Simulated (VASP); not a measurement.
Set up this calculation in VASP 6.6.1, as the native input.

```yaml
Task: single point
Functional: PBE
Dispersion: D3(BJ)
Potentials_or_basis: VASP PAW PBE potentials, release 64 (Ge_d)
Cutoff: 520 eV
k_mesh: 12 × 12 × 1
Occupations: gaussian, width 0.1 eV
Spin: no spin polarisation
Dipole_correction: yes
Further_INCAR_settings: ALGO = Normal; EDIFF = 1e-07; NBANDS = 21
```

The structure of Ge lies in POSCAR:

```
Ge
1.0
    3.9010000000      0.0000000000      0.0000000000
   -1.9505000000      3.3783651002      0.0000000000
    0.0000000000      0.0000000000     28.0000000000
Ge
2
Direct
    0.3333333333      0.6666666667      0.5052321429
    0.6666666667      0.3333333333      0.4947678571
```

These files were run (other wordings do the same):

INCAR

```
SYSTEM = Ge
PREC = Accurate ; ENCUT = 520
EDIFF = 1E-7 ; ISMEAR = 0
SIGMA = 0.1 ; LREAL = .False.
LASPH = .True. ; NELM = 60
ALGO = Normal ; ISIF = 2
LWAVE = .False. ; LCHARG = .True.
LDIPOL = .True. ; IDIPOL = 3
DIPOL = 0.5 0.5 0.500 ; GGA = PE
IVDW = 12 ; LELF = .True.
LVHAR = .True. ; LVACPOTAV = .True.
NBANDS = 21
```

KPOINTS

```
Automatic mesh
0
Gamma
  12 12 1
  0 0 0
```

Potentials or basis: VASP PAW PBE potentials, release 64 (Ge_d).

Run with:

```sh
$ cat potpaw_PBE.64/Ge_d/POTCAR > POTCAR
$ mpirun -np 1 vasp_std > vasp.out
```

It gave:

| Property | Result |
| --- | --- |
| Largest force | 0.722 eV/Å |
| Band gap on the k mesh | zero (filled and empty bands touch) |
| Dispersion energy per atom | -0.164 eV |
| Work function of the upper face | 4.35 eV |
| Work function of the lower face | 4.35 eV |

Run time: 3.4 min on 1 thread of Intel(R) Xeon(R) 6975P-C (Granite Rapids), with other jobs on the host, peak memory 0.49 GiB.
